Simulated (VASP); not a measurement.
Set up this calculation in VASP 6.6.1, as the native input.

* Task: single point
* Functional: PBE
* Potentials or basis: VASP PAW PBE potentials, release 64 (Ga_d, P)
* Cutoff: 520 eV
* k mesh: 8 × 8 × 8
* Occupations: fermi-dirac, width 0.02 eV
* Spin: no spin polarisation
* Dipole correction: no
* Further INCAR settings: ALGO = Normal; EDIFF = 1e-07; NBANDS = 16

The structure of GaP lies in POSCAR:

```
GaP
1.0
    0.0000000000      2.6163833159      2.6163833159
    2.6163833159      0.0000000000      2.6163833159
    2.6163833159      2.6163833159      0.0000000000
Ga P
1 1
Direct
    0.0000000000      0.0000000000      0.0000000000
    0.2500000000      0.2500000000      0.2500000000
```

This cell differs from its parent crystal: strain -4.0%.

One way to write it, as run:

INCAR

```
SYSTEM = GaP
  PREC = Accurate
  ENCUT = 520
  EDIFF = 1E-7
  ISMEAR = -1
  SIGMA = 0.02
  LREAL = .FALSE.
  LASPH = .TRUE.
  NELM = 100
  ALGO = Normal
  ISIF = 2
  LWAVE = .FALSE.
  LCHARG = .FALSE.
  GGA = PE
  NBANDS = 16
```

KPOINTS

```
regular mesh
0
G
  8 8 8
  0 0 0
```

Potentials or basis: VASP PAW PBE potentials, release 64 (Ga_d, P).

Run with:

```console
$ cat potpaw_PBE.64/Ga_d/POTCAR potpaw_PBE.64/P/POTCAR > POTCAR
$ mpirun -np 1 vasp_std > vasp.out
```

Results of the run:

```yaml
Pressure: 16.4 GPa
Band_gap_on_the_k_mesh: 1.37 eV, indirect (least direct gap 2.87 eV)
```

Caveat: the cell differs from its parent crystal (strain -4.0%).

Run time: 24 s on 1 thread of AMD EPYC 7R13 (shared host), peak memory 0.13 GiB.
